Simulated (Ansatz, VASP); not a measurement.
This is a calculation of Sc for Ansatz 0.2.0.

Contents of input.yaml:

```yaml
crystal:
  lattice:
    - [3.3309145459, 0.0, 0.0]
    - [-1.665457273, 2.8846566146, 0.0]
    - [0.0, 0.0, 5.3082235343]
  atoms:
    - { symbol: Sc, position: [0.6666666667, 0.3333333333, 0.75] }
    - { symbol: Sc, position: [0.3333333333, 0.6666666667, 0.25] }
hamiltonian:
  xc: r2scan
  pseudopotentials: { kind: paw }
kpoints:
  mp_grid: { grid: [9, 9, 5] }
scf:
  occupations: { method: fermi_dirac, width: 0.05 }
output:
  forces: true
  stress: true
  eigenvalues: true
```

Potentials or basis: Ansatz PAW.

Command:

```console
$ ansatz run input.yaml --threads 2 --pin off --max-ram 5632MiB --backend cpu --events-out ev --progress --plain --runs-dir out
```

Set up the same calculation for VASP 6.6.1. Potentials there: VASP PAW PBE potentials, release 64 (Sc_sv).

As run (the cutoff follows the program's own potentials):

File POSCAR:

```
Sc
1.0
    3.3309145459      0.0000000000      0.0000000000
   -1.6654572730      2.8846566146      0.0000000000
    0.0000000000      0.0000000000      5.3082235343
Sc
2
Direct
    0.6666666667      0.3333333333      0.7500000000
    0.3333333333      0.6666666667      0.2500000000
```

File INCAR.step1:

```
PREC = Accurate
ENCUT = 520
ISMEAR = -1
SIGMA = 0.05
LREAL = F
LASPH = T
NELM = 80
NBANDS = 18
GGA = PE
ALGO = Normal
EDIFF = 1E-4
LWAVE = T
LCHARG = F
```

Contents of INCAR.step2:

```
PREC = Accurate
ENCUT = 520
EDIFF = 1E-6
ISMEAR = -1
SIGMA = 0.05
LREAL = F
LASPH = T
NELM = 80
ALGO = Normal
ISIF = 2
LWAVE = F
LCHARG = T
METAGGA = R2SCAN
LMIXTAU = T
LELF = T
LVHAR = T
NBANDS = 18
ISTART = 1
```

File KPOINTS:

```
Automatic mesh
0
Gamma
  9 9 5
```

Potentials or basis: VASP PAW PBE potentials, release 64 (Sc_sv).

Command:

```console
$ cat potpaw_PBE.64/Sc_sv/POTCAR > POTCAR
$ cp INCAR.step1 INCAR
$ mpirun -np 1 vasp_std > vasp.out
$ cp INCAR.step2 INCAR
$ mpirun -np 1 vasp_std > vasp.out
```

Both were run:

|  | VASP | Ansatz | Ansatz less VASP |
| --- | --- | --- | --- |
| gap on the k mesh at the Fermi level (eV) | none | none | - |
| pressure (GPa) | -0.9 | -1.1 | -0.19 |
| traceless stress, the component that is largest in VASP (GPa) | -0.97 | -0.97 | -0.004 |

VASP's potentials were made for PBE, not for r2SCAN. A gap of «none» marks a metal or a gap that the smearing closes.
